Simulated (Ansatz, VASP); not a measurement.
SnO2 in VASP and in Ansatz

```
Sn O
1.0
    -3.23725    0.00000    0.00000
    -1.61863   -2.80354    0.00000
    -1.45676   -0.84106   14.37548
Sn O
3 6
Direct
  0.53232 0.53232 0.44781
  0.95522 0.95522 0.14926
  0.10942 0.10942 0.74636
  0.60122 0.60122 0.21817
  0.75542 0.75542 0.81527
  0.17832 0.17832 0.51672
  0.46343 0.46343 0.67746
  0.88633 0.88633 0.37891
  0.30923 0.30923 0.08036
```

Alike in both runs: task single point; functional PBE; dispersion D3(BJ); k mesh 9 × 9 × 2; occupations gaussian, width 0.05 eV; no spin polarisation.

```csv
,VASP,Ansatz
version,VASP 6.6.1,Ansatz 0.2.0
potentials or method,"VASP PAW PBE potentials, release 64 (Sn_d, O), cutoff 520 eV","scalar-relativistic, plane waves, PAW"
valence electrons in the cell,78,78
```

```tsv
	VASP	Ansatz	Ansatz less VASP
gap on the k mesh at the Fermi level (eV)	1.86	1.88	+0.021
least direct gap on the mesh (eV)	1.99	2.01	+0.017
pressure (GPa)	0.3	-0.3	-0.61
traceless stress, the component that is largest in VASP (GPa)	-0.02	0.38	+0.396
rms of the force components (eV/Å)	0.082	0.065	-0.0166
```

Atom by atom the forces differ by 0.026 eV/Å (rms over components).
